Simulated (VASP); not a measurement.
Here is a VASP 6.6.1 calculation.

Contents of POSCAR:

```
CrCuO2
1.0
    1.5014950800      0.8668919800      5.7567242600
   -1.5014950800      0.8668919800      5.7567242600
    0.0000000000     -1.7337738500      5.7567242600
Cu O Cr
1 2 1
Direct
    0.0000000000      0.0000000000      0.0000000000
    0.1079200000      0.1079200000      0.1079200000
    0.8920800000      0.8920800000      0.8920800000
    0.5000000000      0.5000000000      0.5000000000
```

The input INCAR.step1:

```
SYSTEM = CrCuO2
PREC = Accurate
ENCUT = 660
ISMEAR = 1
SIGMA = 0.2808
LREAL = .False.
LASPH = .True.
NELM = 200
ISPIN = 2
MAGMOM = 1 0 0 -3
LMAXMIX = 4
LDAU = .True.
LDAUTYPE = 2
LDAUL = 2 -1 2
LDAUU = 3.56 0 3.21
LDAUJ = 0 0 0
NBANDS = 30
GGA = PE
ALGO = Normal
EDIFF = 1E-5
LWAVE = .True.
LCHARG = .False.
GGA_COMPAT = .False.
```

INCAR.step2

```
SYSTEM = CrCuO2
PREC = Accurate
ENCUT = 660
EDIFF = 1E-6
ISMEAR = 1
SIGMA = 0.2808
LREAL = .False.
LASPH = .True.
NELM = 200
ALGO = Normal
ISIF = 2
LWAVE = .False.
LCHARG = .False.
ISPIN = 2
MAGMOM = 1 0 0 -3
LORBIT = 11
LMAXMIX = 4
LDAU = .True.
LDAUTYPE = 2
LDAUL = 2 -1 2
LDAUU = 3.56 0 3.21
LDAUJ = 0 0 0
LDAUPRINT = 1
METAGGA = R2SCAN
LMIXTAU = .True.
NBANDS = 30
ISTART = 1
GGA_COMPAT = .False.
```

File KPOINTS:

```
Automatic mesh
0
Gamma
  7 7 7
  0 0 0
```

Potentials or basis: VASP PAW PBE potentials, release 64 (Cu, O, Cr_pv).

Command:

```console
$ cat potpaw_PBE.64/Cu/POTCAR potpaw_PBE.64/O/POTCAR potpaw_PBE.64/Cr_pv/POTCAR > POTCAR
$ cp INCAR.step1 INCAR
$ mpirun -np 1 vasp_std > vasp.out
$ cp INCAR.step2 INCAR
$ mpirun -np 1 vasp_std > vasp.out
```

(1) Estimate the band gap on the k mesh.

(2) What does it give for the net moment?

(3) Estimate the site moments.

(4) Predict the largest force.

Answers

(1) 1.24 eV (least direct gap 1.26 eV).

(2) -2.98 μB per cell.

(3) Cu +0.01; O +0.03; Cr -2.97 μB.

(4) 0.328 eV/Å.

Caveat: the PAW data sets were made with another functional, which shifts forces and pressure a little.
